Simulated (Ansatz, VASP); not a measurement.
One calculation of NiO, two programs

```
Ni O
1.0
     0.00000    2.09421    2.09421
     2.09421    0.00000    2.09421
     2.09421    2.09421    0.00000
Ni O
1 1
Direct
  0.00000 0.00000 0.00000
  0.50000 0.50000 0.50000
```

Alike in both runs: task single point; functional r2SCAN; k mesh 12 × 12 × 12; occupations gaussian, width 0.02 eV; collinear spin.

|  | VASP | Ansatz |
| --- | --- | --- |
| version | VASP 6.6.1 | Ansatz 0.2.0 |
| potentials or method | VASP PAW PBE potentials, release 64 (Ni_sv_GW, O), cutoff 660 eV | scalar-relativistic, plane waves, PAW |
| valence electrons in the cell | 24 | 24 |

VASP gave:

- gap on the k mesh at the Fermi level (eV): 0.85
- least direct gap on the mesh (eV): 1.86
- net moment per atom (μB): 1.00
- size of the moment on the site where the two differ most (μB): 1.70

Estimate Ansatz's values.

gap on the k mesh at the Fermi level (eV): 0.82; least direct gap on the mesh (eV): 1.83; net moment per atom (μB): 1.00; size of the moment on the site where the two differ most (μB): 1.67.

VASP's potentials were made for PBE, not for r2SCAN. Site moments also hang on the region over which each program counts them. Ansatz's warnings: stability check not made.
